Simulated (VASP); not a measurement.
# SnO2 (P6_3/mmc) in VASP: further runs

The runs below take SnO2 through single point, with PBE+D3(BJ).

Program: VASP 6.6.1. These are calculated values, not measurements. Logs are shortened: lines on timing, memory, paths and dates and some standing lists are left out, and cuts for length are marked.

### 1 The cell of the first run

The structure is hexagonal, space group P6_3/mmc (No. 194). Conventional cell: a = 3.131 Å, b = 3.131 Å, c = 10.075 Å, α = 90.00°, β = 90.00°, γ = 120.00°. Sn (site symmetry -3m) has 6 O at 2.06 Å within 2.7 Å. O (site symmetry 3m) has 3 Sn at 2.06 Å and 3 O at 2.68 Å within 2.7 Å.

### 2 Single point, PBE+D3(BJ)

INCAR reads:

```
SYSTEM = SnO2
PREC     = Accurate       ! precision mode
ENCUT    = 520            ! plane-wave cutoff, eV
EDIFF    = 1E-7           ! SCF threshold, eV
ISMEAR   = 0              ! smearing method
SIGMA    = 0.05           ! smearing width, eV
LREAL    = .False.        ! projectors in reciprocal space
LASPH    = .True.         ! aspherical terms in the spheres
NELM     = 60             ! most SCF steps
ALGO     = Normal         ! electronic algorithm
ISIF     = 2              ! what is computed and relaxed
LWAVE    = .False.        ! write WAVECAR
LCHARG   = .False.        ! write CHGCAR
GGA      = PE             ! functional
IVDW     = 12             ! dispersion correction
NBANDS   = 35             ! bands
```

KPOINTS reads:

```
Automatic mesh
0
Gamma
  12 12 4
  0 0 0
```

POSCAR reads:

```
SnO2
1.0
    3.1309003151      0.0000000000      0.0000000000
   -1.5654501576      2.7114392096      0.0000000000
    0.0000000000      0.0000000000     10.0747363625
Sn O
2 4
Direct
    0.0000000000      0.0000000000      0.5000000000
    0.0000000000      0.0000000000      0.0000000000
    0.6666666667      0.3333333333      0.4017901351
    0.6666666667      0.3333333333      0.0982098649
    0.3333333333      0.6666666667      0.5982098649
    0.3333333333      0.6666666667      0.9017901351
```

Potentials or basis: VASP PAW PBE potentials, release 64 (Sn_d, O).

Run with:

```
> cat potpaw_PBE.64/Sn_d/POTCAR potpaw_PBE.64/O/POTCAR > POTCAR
> mpirun -np 1 vasp_std > vasp.out
```

OUTCAR:

```text
SYSTEM = SnO2
   PREC = Accurate
   ENCUT = 520
   EDIFF = 1E-7
   ISMEAR = 0
   LREAL = .False.
   LASPH = .True.
   NELM = 60
   ISIF = 2
   GGA = PE
   IVDW = 12
 IVDW          = 12

 ion  position               nearest neighbor table
   1  0.000  0.000  0.500-   3 2.06   5 2.06   3 2.06   5 2.06   3 2.06   5 2.06
   2  0.000  0.000  0.000-   4 2.06   6 2.06   4 2.06   6 2.06   4 2.06   6 2.06
   3  0.667  0.333  0.402-   1 2.06   1 2.06   1 2.06
   4  0.667  0.333  0.098-   2 2.06   2 2.06   2 2.06
   5  0.333  0.667  0.598-   1 2.06   1 2.06   1 2.06
   6  0.333  0.667  0.902-   2 2.06   2 2.06   2 2.06

  LATTYP: Found a hexagonal cell.
 ALAT       =     3.1309003151
 C/A-ratio  =     3.2178400296

  Lattice vectors:

 A1 = (   3.1309003151,   0.0000000000,   0.0000000000)
 A2 = (  -1.5654501576,   2.7114392096,   0.0000000000)
 A3 = (   0.0000000000,   0.0000000000,  10.0747363625)

Analysis of symmetry for initial positions (statically):
=====================================================================
 Subroutine PRICEL returns:
 Original cell was already a primitive cell.

 Routine SETGRP: Setting up the symmetry group for a
 hexagonal supercell.

 Subroutine GETGRP returns: Found 24 space group operations
 (whereof 12 operations were pure point group operations)
 out of a pool of 24 trial point group operations.

The static configuration has the point symmetry D_3d.
 The point group associated with its full space group is D_6h.

Analysis of symmetry for dynamics (positions and initial velocities):
=====================================================================
 Subroutine PRICEL returns:
 Original cell was already a primitive cell.

 Routine SETGRP: Setting up the symmetry group for a
 hexagonal supercell.

 Subroutine GETGRP returns: Found 24 space group operations
 (whereof 12 operations were pure point group operations)
 out of a pool of 24 trial point group operations.

The dynamic configuration has the point symmetry D_3d.
 The point group associated with its full space group is D_6h.

 Subroutine INISYM returns: Found 24 space group operations
 (whereof 12 operations are pure point group operations),
 and found     1 'primitive' translations

----------------------------------------------------------------------------------------

                                     Primitive cell

  volume of cell :      85.5269

  direct lattice vectors                    reciprocal lattice vectors
[... 99 lines left out ...]
   IBRION =     -1    ionic relax: 0-MD 1-quasi-New 2-CG
   NFREE  =      0    steps in history (QN), initial steepest desc. (CG)
   ISIF   =      2    stress and relaxation
   ISYM   =      2    0-nonsym 1-usesym 2-fastsym
   POTIM  = 0.5000    time-step for ionic-motion
   TEBEG  =    0.0;   TEEND  =   0.0 temperature during run
   PSTRESS=    0.0 pullay stress
   NELECT =      52.0000    total number of electrons
   NUPDOWN=      -1.0000    fix difference up-down
   EMIN   =  10.00;   EMAX   =-10.00  energy-range for DOS
   EFERMI =   0.00;   METHOD = LEGACY
   ISMEAR =     0;   SIGMA  =   0.05  broadening in eV -4-tet -1-fermi 0-gaus
   EFERMI_NEDOS =   21; number of points for ismear=-14 and -15
   IALGO  =     38    algorithm
   IMIX   =      4    mixing-type and parameters
     AMIX     =   0.40;   BMIX     =  1.00
     AMIX_MAG =   1.60;   BMIX_MAG =  1.00
  volume/ion in A,a.u.               =      14.25        96.19
  Fermi-wavevector in a.u.,A,eV,Ry     =   1.386889  2.620840 26.170274  1.923461
  Thomas-Fermi vector in A             =   2.511162
   LORBIT       =      0    0 simple, 1 ext, 2 COOP (PROOUT), +10 PAW based schemes
   GGA     = PE    functional components
   LHFCALC =     F    Hartree Fock is set to
   AEXX    =    0.0000 exact exchange contribution
   IVDW    =    12    specifies the selected vdW correction
   LEPSILON=     F    determine dielectric tensor
   LRPA    =     F    only Hartree local field effects (RPA)
 non-spin polarized calculation
 Gauss-broadening in eV      SIGMA  =   0.05
  energy-cutoff  :      520.00
  volume of cell :       85.53
 maximum number of plane-waves:      2324
 NGX is ok and might be reduce to    24
   NGX = 11   NGY = 11   NGZ = 37

 number of electron      51.9999999 magnetization

 Free energy of the ion-electron system (eV)
  ---------------------------------------------------
  ext. energy  EPLUGINS =         0.00000000
  ---------------------------------------------------
  free energy    TOTEN  =       -35.94278325 eV

  energy without entropy =      -35.94278325  energy(sigma->0) =      -35.94278325

 E-fermi :   3.7833     XC(G=0):  -9.8830

 val. band max:        3.4631890192   @ k =   0.2500   0.2500   0.0000
 cond. band min:       6.0137819718   @ k =   0.0000   0.0000   0.0000
 fundamental gap:      2.5505929526
 Fermi energy:         3.7833028632

 k-point     1 :       0.0000    0.0000    0.0000
  band No.  band energies     occupation
      1     -16.7455      2.00000
      2     -16.7404      2.00000
      3     -16.3432      2.00000
      4     -16.3432      2.00000
      5     -16.3431      2.00000
      6     -16.3431      2.00000
[... 901 lines left out ...]
     34      15.7019      0.00000
     35      16.3539      0.00000

 [... further k-points ...]

------------------------ aborting loop because EDIFF is reached ----------------------------------------

 Edisp (eV)   -1.07098

 E8    (eV) :    -0.4201

  FORCE on cell =-STRESS in cart. coord.  units (eV):
  Direction    XX          YY          ZZ          XY          YZ          ZX
  --------------------------------------------------------------------------------------
  -------------------------------------------------------------------------------------
  Total       8.43847     8.43847     4.12770    -0.00000     0.00000     0.00000
  in kB     158.07810   158.07810    77.32424    -0.00000     0.00000     0.00000
  external pressure =      131.16 kB  Pullay stress =        0.00 kB

 VOLUME and BASIS-vectors are now :
 -----------------------------------------------------------------------------
  energy-cutoff  :      520.00
  volume of cell :       85.53
      direct lattice vectors                 reciprocal lattice vectors
     3.130900315  0.000000000  0.000000000     0.319396946  0.184403913  0.000000000
    -1.565450158  2.711439210  0.000000000     0.000000000  0.368807826  0.000000000
     0.000000000  0.000000000 10.074736362     0.000000000  0.000000000  0.099258180

 POSITION                                       TOTAL-FORCE (eV/Angst)
 -----------------------------------------------------------------------------------
      0.00000      0.00000      5.03737         0.000000      0.000000      0.000000
      0.00000      0.00000      0.00000         0.000000      0.000000      0.000000
      1.56545      0.90381      4.04793        -0.000000      0.000000     -1.010718
      1.56545      0.90381      0.98944        -0.000000      0.000000      1.010718
     -0.00000      1.80763      6.02681         0.000000     -0.000000      1.010718
     -0.00000      1.80763      9.08530         0.000000     -0.000000     -1.010718
 -----------------------------------------------------------------------------------
    total drift:                                0.000000      0.000000      0.000000

  FREE ENERGIE OF THE ION-ELECTRON SYSTEM (eV)
  ---------------------------------------------------
  free  energy   TOTEN  =       -37.0137605097 eV

  energy  without entropy=      -37.0137605097  energy(sigma->0) =      -37.01376051
```

stdout:

```text
POSCAR found type information on POSCAR SnO
 POSCAR found :  2 types and       6 ions
 scaLAPACK will be used
 LDA part: xc-table for (Slater+PW92), standard interpolation
 POSCAR, INCAR and KPOINTS ok, starting setup
 FFT: planning ... GRIDC
 FFT: planning ... GRID_SOFT
 FFT: planning ... GRID
 WAVECAR not read
 entering main loop
```

Wall time 4.2 min (1 thread of AMD EPYC 7R13, shared host); peak memory 0.26 GiB.

What came out:

* Free energy: -37.0138 eV
* Pressure: 13.1 GPa
* Largest force: 1.011 eV/Å
* Band gap on the k mesh: 2.55 eV (least direct gap 3.04 eV)
* Dispersion energy per atom: -0.178 eV

Forces on the atoms (eV/Å):
```
Sn   0.000  0.000  0.000
Sn   0.000  0.000  0.000
O    0.000  0.000 -1.011
O    0.000  0.000  1.011
O    0.000  0.000  1.011
O    0.000  0.000 -1.011
```

Levels at points of the mesh, in eV from the valence-band top:
```csv
k point,band 22,band 23,band 24,band 25,band 26,band 27,band 28,band 29,band 30,band 31
"(0.00, 0.00, 0.00)",-0.95,-0.95,-0.90,-0.90,-0.49,2.55,3.54,5.79,6.27,10.98
"(0.50, 0.00, 0.00)",-1.28,-0.69,-0.62,-0.55,-0.07,5.86,6.09,7.28,8.13,10.38
"(0.00, 0.00, 0.50)",-0.96,-0.92,-0.92,-0.92,-0.92,3.05,3.05,6.04,6.04,11.05
"(0.50, 0.00, 0.50)",-1.57,-0.58,-0.58,-0.34,-0.34,5.97,5.97,7.67,7.67,10.57
```

Caveat: the stress differs along the axes, from 8 to 16 GPa; spin-orbit coupling is left out, which moves the levels of the heavy elements; forces of over 1 eV/Å act on the atoms, so gaps and moduli don't describe the material at rest. A k mesh can miss the band edges.

(Continued in part 2 of 3.)
